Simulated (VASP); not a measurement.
# Sn2CO2 in VASP: single point with PBE+D3(BJ)

Aim: the single point of Sn2CO2 with PBE+D3(BJ).

Everything below comes from runs of VASP 6.6.1. Logs are shortened: lines on timing, memory, paths and dates and some standing lists are left out, and cuts for length are marked.

## (1) The cell of the first run

The cell holds a slab with vacuum, 5 atoms: a = 3.820 Å, b = 3.820 Å, c = 17.863 Å, α = 90.00°, β = 90.00°, γ = 90.00°.

## (2) Single point, PBE+D3(BJ), collinear spin

File INCAR:

```
  PREC = Accurate
  ENCUT = 520
  EDIFF = 1E-6
  ISMEAR = 0
  SIGMA = 0.05
  LREAL = F
  LASPH = T
  NELM = 150
  ALGO = Normal
  ISIF = 2
  LWAVE = F
  LCHARG = F
  ISPIN = 2
  MAGMOM = 0 0 0 0 2
  LORBIT = 11
  LDIPOL = T
  IDIPOL = 3
  DIPOL = 0.5 0.5 0.317
  GGA = PE
  IVDW = 12
  NBANDS = 34
```

File KPOINTS:

```
regular mesh
0
Gamma
  7 7 1
```

File POSCAR:

```
Sn2CO2
1.0
    3.8201708766      0.0000000000      0.0000000000
    0.0000000000      3.8201708766      0.0000000000
    0.0000000000      0.0000000000     17.8630360333
Sn O C
2 2 1
Direct
    0.5000000000      0.0000000000      0.2239261004
    0.0000000000      0.5000000000      0.3562124614
    0.0000000000      0.0000000000      0.2900692809
    0.5000000000      0.5000000000      0.2900692809
    0.3750000000      0.8750000000      0.4237098256
```

Potentials or basis: VASP PAW PBE potentials, release 64 (Sn_d, O, C).

Command:

```console
$ cat potpaw_PBE.64/Sn_d/POTCAR potpaw_PBE.64/O/POTCAR potpaw_PBE.64/C/POTCAR > POTCAR
$ mpirun -np 1 vasp_std > vasp.out
```

OUTCAR:

```text
PREC = Accurate
   ENCUT = 520
   EDIFF = 1E-6
   ISMEAR = 0
   LREAL = F
   LASPH = T
   NELM = 150
   ISIF = 2
   ISPIN = 2
   LORBIT = 11
   GGA = PE
   IVDW = 12
 IVDW          = 12

 ion  position               nearest neighbor table
   1  0.500  0.000  0.224-   3 2.25   4 2.25   4 2.25   3 2.25   2 3.59   2 3.59   2 3.59   2 3.59

   2  0.000  0.500  0.356-   3 2.25   4 2.25   3 2.25   4 2.25   5 2.36   1 3.59   1 3.59   1 3.59
                             1 3.59
   3  0.000  0.000  0.290-   1 2.25   2 2.25   2 2.25   1 2.25
   4  0.500  0.500  0.290-   1 2.25   2 2.25   1 2.25   2 2.25
   5  0.375  0.875  0.424-   2 2.36

  LATTYP: Found a simple tetragonal cell.
 ALAT       =     3.8201708766
 C/A-ratio  =     4.6759782770

  Lattice vectors:

 A1 = (   3.8201708766,   0.0000000000,   0.0000000000)
 A2 = (   0.0000000000,   3.8201708766,   0.0000000000)
 A3 = (   0.0000000000,   0.0000000000,  17.8630360333)

Analysis of symmetry for initial positions (statically):
=====================================================================
 Subroutine PRICEL returns:
 Original cell was already a primitive cell.

 Routine SETGRP: Setting up the symmetry group for a
 simple tetragonal supercell.

 Subroutine GETGRP returns: Found  2 space group operations
 (whereof  1 operations were pure point group operations)
 out of a pool of 16 trial point group operations.

The static configuration has the point symmetry C_1 .
 The point group associated with its full space group is C_1h.

Analysis of symmetry for dynamics (positions and initial velocities):
=====================================================================
 Subroutine PRICEL returns:
 Original cell was already a primitive cell.

 Routine SETGRP: Setting up the symmetry group for a
 simple tetragonal supercell.

 Subroutine GETGRP returns: Found  2 space group operations
 (whereof  1 operations were pure point group operations)
 out of a pool of 16 trial point group operations.

The dynamic configuration has the point symmetry C_1 .
 The point group associated with its full space group is C_1h.

Analysis of structural, dynamic, and magnetic symmetry:
=====================================================================
 Subroutine PRICEL returns:
 Original cell was already a primitive cell.

 Routine SETGRP: Setting up the symmetry group for a
 simple tetragonal supercell.

 Subroutine GETGRP returns: Found  2 space group operations
 (whereof  1 operations were pure point group operations)
[... 135 lines left out ...]
 maximum number of plane-waves:      7046
   NGX = 15   NGY = 15   NGZ = 67

 number of electron      43.9999985 magnetization       1.9944276

 dipolmoment           0.000000      0.000000      0.126815 electrons x Angstroem

 Free energy of the ion-electron system (eV)
  ---------------------------------------------------
  ext. energy  EPLUGINS =         0.00000000
  ---------------------------------------------------
  free energy    TOTEN  =       -25.63940644 eV

  energy without entropy =      -25.63899616  energy(sigma->0) =      -25.63920130

 E-fermi :  -1.6574     XC(G=0):  -3.9426

 val. band max:       -1.7218569395   @ k =   0.4286   0.0000   0.0000
 cond. band min:      -1.6048082034   @ k =  -0.4286   0.4286   0.0000
 fundamental gap:      0.1170487361
 Fermi energy:        -1.6574426597

 spin component 1

 k-point     1 :       0.0000    0.0000    0.0000
  band No.  band energies     occupation
      1     -23.3908      1.00000
      2     -23.1520      1.00000
      3     -23.1229      1.00000
      4     -23.0947      1.00000
      5     -23.0791      1.00000
      6     -22.9286      1.00000
[... 581 lines left out ...]
     33       7.2290      0.00000
     34       7.3756      0.00000
 Fermi energy:        -1.6574426597

 spin component 2

 k-point     1 :       0.0000    0.0000    0.0000
  band No.  band energies     occupation
      1     -23.3952      1.00000
      2     -23.1711      1.00000
      3     -23.1378      1.00000
      4     -23.1124      1.00000
      5     -23.0742      1.00000
      6     -22.9247      1.00000
[... 581 lines left out ...]
     33       7.4506      0.00000
     34       7.5267      0.00000

------------------------ aborting loop because EDIFF is reached ----------------------------------------

 vacuum level on the upper side and lower side of the slab       (xc-potential included)         0.683        -0.766

 Edisp (eV)   -0.75505

 E8    (eV) :    -0.3251

  FORCE on cell =-STRESS in cart. coord.  units (eV):
  Direction    XX          YY          ZZ          XY          YZ          ZX
  --------------------------------------------------------------------------------------
  -------------------------------------------------------------------------------------
  Total      -2.59199    -2.59199     0.12102    -0.02971    -0.42644    -0.42643
  in kB     -15.93025   -15.93025     0.74377    -0.18258    -2.62089    -2.62084
  external pressure =      -10.37 kB  Pullay stress =        0.00 kB

 VOLUME and BASIS-vectors are now :
 -----------------------------------------------------------------------------
  energy-cutoff  :      520.00
  volume of cell :      260.69
      direct lattice vectors                 reciprocal lattice vectors
     3.820170877  0.000000000  0.000000000     0.261768395  0.000000000  0.000000000
     0.000000000  3.820170877  0.000000000     0.000000000  0.261768395  0.000000000
     0.000000000  0.000000000 17.863036033     0.000000000  0.000000000  0.055981525

 POSITION                                       TOTAL-FORCE (eV/Angst)
 -----------------------------------------------------------------------------------
      1.91009      0.00000      4.00000         0.046513      0.046513      0.195958
      0.00000      1.91009      6.36304         0.265947      0.265947      0.371662
      0.00000      0.00000      5.18152        -0.311723      0.286691     -0.281493
      1.91009      1.91009      5.18152         0.286691     -0.311723     -0.281493
      1.43256      3.34265      7.56874        -0.287427     -0.287427     -0.004635
 -----------------------------------------------------------------------------------
    total drift:                               -0.000015     -0.000015      0.001187

  FREE ENERGIE OF THE ION-ELECTRON SYSTEM (eV)
  ---------------------------------------------------
  free  energy   TOTEN  =       -26.3944573275 eV

  energy  without entropy=      -26.3940470541  energy(sigma->0) =      -26.39425219

 vacuum level on the upper side and lower side of the slab         4.240         2.687

 total charge

# of ion       s       p       d       tot
------------------------------------------
    1        1.274   0.768  10.054  12.097
    2        1.128   0.794  10.096  12.018
    3        1.580   3.417   0.000   4.997
    4        1.580   3.417   0.000   4.997
    5        0.998   1.086   0.000   2.084
--------------------------------------------------
tot          6.560   9.482  20.150  36.192

 magnetization (x)

# of ion       s       p       d       tot
------------------------------------------
    1        0.001   0.016   0.001   0.019
    2       -0.063   0.010   0.021  -0.032
    3        0.004   0.031   0.000   0.034
    4        0.004   0.031   0.000   0.034
    5        0.040   0.875   0.000   0.914
--------------------------------------------------
tot         -0.014   0.962   0.022   0.970
```

stdout:

```text
POSCAR found type information on POSCAR SnO C
 POSCAR found :  3 types and       5 ions
 scaLAPACK will be used
 LDA part: xc-table for (Slater+PW92), standard interpolation
 POSCAR, INCAR and KPOINTS ok, starting setup
 FFT: planning ... GRIDC
 FFT: planning ... GRID_SOFT
 FFT: planning ... GRID
 WAVECAR not read
 entering main loop
```

Run time: 6.4 min. Hardware: 1 thread of AMD EPYC 7R43 (Zen 3), shared host; peak memory 0.47 GiB.

What came out:

- Free energy: -26.3945 eV
- Largest force: 0.529 eV/Å
- Band gap on the k mesh: 0.12 eV (least direct gap 0.28 eV)
- Net moment: 1.99 μB per cell
- Site moments: Sn +0.02, -0.03; O +0.03; C +0.91 μB
- Valence electrons inside the program's atomic spheres: Sn 12.10, 12.02; O 5.00; C 2.08
- Dispersion energy per atom: -0.151 eV

Forces in eV/Å, atoms in the order of the input:
```
Sn   0.047  0.047  0.196
Sn   0.266  0.266  0.372
O   -0.312  0.287 -0.281
O    0.287 -0.312 -0.281
C   -0.287 -0.287 -0.005
```

Levels at points of the mesh, in eV from the valence-band top:
Spin up:
| k point | band 19 | band 20 | band 21 | band 22 | band 23 | band 24 | band 25 | band 26 | band 27 | band 28 |
| --- | --- | --- | --- | --- | --- | --- | --- | --- | --- | --- |
| (0.00, 0.00, 0.00) | -2.63 | -2.61 | -0.92 | -0.31 | -0.17 | 0.18 | 2.50 | 3.22 | 4.50 | 4.87 |
Spin down:
```csv
k point,band 18,band 19,band 20,band 21,band 22,band 23,band 24,band 25
"(0.00, 0.00, 0.00)",-2.96,-2.58,-2.58,-0.43,1.11,1.65,2.11,2.89
```

Caveat: semilocal functionals underestimate gaps, and a narrow one can read as zero; spin-orbit coupling is left out, which moves the levels of the heavy elements.
